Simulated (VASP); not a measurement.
Input of a VASP 6.6.1 run:

INCAR

```
PREC = Accurate
ENCUT = 520
EDIFF = 1E-7
ISMEAR = 0
SIGMA = 0.05
LREAL = F
LASPH = T
NELM = 100
ALGO = Normal
ISIF = 2
LWAVE = F
LCHARG = F
GGA = PE
NBANDS = 16
```

Contents of KPOINTS:

```
Automatic mesh
0
Gamma
  9 9 7
```

POSCAR

```
CuF
1.0
    2.4710065500      0.0000000000      0.0000000000
    0.0000000000      2.4710065500      0.0000000000
    0.0000000000      0.0000000000      3.4165013900
Cu F
1 1
Direct
    0.0000000000      0.0000000000      0.0000000000
    0.5000000000      0.5000000000      0.5000000000
```

Potentials or basis: VASP PAW PBE potentials, release 64 (Cu, F).

Run with:

```console
$ cat potpaw_PBE.64/Cu/POTCAR potpaw_PBE.64/F/POTCAR > POTCAR
$ mpirun -np 1 vasp_std > vasp.out
```

(1) What does it give for the band gap on the k mesh?

(2) What does it give for the pressure?

Answers

(1) zero (band 9 reaches 4.39 eV, above the bottom of band 10 at 4.02 eV).

(2) 4.3 GPa.

Caveat: semilocal functionals often make such compounds metallic where correlation or magnetic order opens a gap, which also shifts bond lengths.
